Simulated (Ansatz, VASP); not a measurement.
**One calculation of KI, two programs**

The input INCAR:

```
SYSTEM = KI
  PREC = Accurate
  ENCUT = 500
  EDIFF = 1E-6
  ISMEAR = 0
  SIGMA = 0.01
  LREAL = .False.
  LASPH = .True.
  NELM = 120
  ALGO = Normal
  ISIF = 2
  LWAVE = .False.
  LCHARG = .False.
  GGA = CA
  NBANDS = 15
  GGA_COMPAT = .False.
```

The input KPOINTS:

```
Automatic mesh
0
Gamma
  6 6 6
  0 0 0
```

The input POSCAR:

```
KI
1.0
    0.0000000000      3.5444850600      3.5444850600
    3.5444850600      0.0000000000      3.5444850600
    3.5444850600      3.5444850600      0.0000000000
K I
1 1
Direct
    0.0000000000      0.0000000000      0.0000000000
    0.5000000000      0.5000000000      0.5000000000
```

Input for Ansatz:

```yaml
crystal:
  lattice:
    - [0.0, 3.54448506, 3.54448506]
    - [3.54448506, 0.0, 3.54448506]
    - [3.54448506, 3.54448506, 0.0]
  atoms:
    - { symbol: K, position: [0.0, 0.0, 0.0] }
    - { symbol: I, position: [0.5, 0.5, 0.5] }
kpoints:
  mp_grid: { grid: [6, 6, 6] }
  band_path:
    path:
      - [0.0, 0.0, 0.0]
      - [0.5, 0.0, 0.5]
      - [0.625, 0.25, 0.625]
      - [0.375, 0.375, 0.75]
      - [0.5, 0.5, 0.5]
      - [0.5, 0.25, 0.75]
    npoints: 1
hamiltonian:
  xc: lda
scf:
  occupations: { method: fixed }
  n_extra_bands: 4
output:
  forces: true
  stress: true
  eigenvalues: true
  write_density: true
  write_potential: true
  elf: true
  volumetric_format: npy
```

Alike in both runs: task single point; functional LDA; k mesh 6 × 6 × 6; no spin polarisation.

|  | VASP | Ansatz |
| --- | --- | --- |
| version | VASP 6.6.1 | Ansatz 0.2.0 |
| potentials or method | VASP PAW LDA potentials, release 64 (K_sv, I) | plane waves, PAW |
| plane-wave cutoff (eV) | 500 | 420 |
| occupations | gaussian, width 0.01 eV | fixed |
| valence electrons in the cell | 16 | 26 |

|  | VASP | Ansatz | Ansatz less VASP |
| --- | --- | --- | --- |
| gap on the k mesh at the Fermi level (eV) | 3.59 | 3.58 | -0.008 |
| pressure (GPa) | -1.4 | -1.4 | -0.02 |

LDA's correlation is that of Perdew and Zunger in VASP and of Perdew and Wang (1992) in Ansatz. VASP's potentials hold 16 valence electrons a cell and Ansatz's 26, so a difference there can come from the potentials and not from the codes.

Spin-orbit coupling is off throughout.
